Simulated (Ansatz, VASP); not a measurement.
# One calculation of ZnSe7, two programs

```
CELL_PARAMETERS angstrom
5.61546 0.00000 0.00000
0.00000 5.61546 0.00000
0.00000 0.00000 5.61546
ATOMIC_POSITIONS crystal
Zn 0.50000 0.50000 0.50000
Se 0.00000 0.50000 0.50000
Se 0.50000 0.00000 0.50000
Se 0.50000 0.50000 0.00000
Se 0.00000 0.00000 0.00000
Se 0.50000 0.00000 0.00000
Se 0.00000 0.50000 0.00000
Se 0.00000 0.00000 0.50000
```

Alike in both runs: functional PBE; k mesh 3 × 3 × 3; occupations gaussian, width 0.2 eV; no spin polarisation.

Ansatz relaxed the structure, and its values are those at the end. VASP's run is a single point on that final structure, the one shown.

|  | VASP | Ansatz |
| --- | --- | --- |
| version | VASP 6.6.1 | Ansatz 0.2.0 |
| potentials or method | VASP PAW PBE potentials, release 64 (Zn, Se), cutoff 520 eV | scalar-relativistic, plane waves, PAW |
| valence electrons in the cell | 54 | 124 |

|  | VASP | Ansatz | Ansatz less VASP |
| --- | --- | --- | --- |
| gap on the k mesh at the Fermi level (eV) | none | none | - |
| pressure (GPa) | -0.3 | -0.4 | -0.04 |

A gap of «none» marks a metal or a gap that the smearing closes. The functional is the same, so the differences come from potentials, cutoffs and numerics. VASP's potentials hold 54 valence electrons a cell and Ansatz's 124, so a difference there can come from the potentials and not from the codes.

The k mesh is coarse, so the values compare programs but aren't converged.
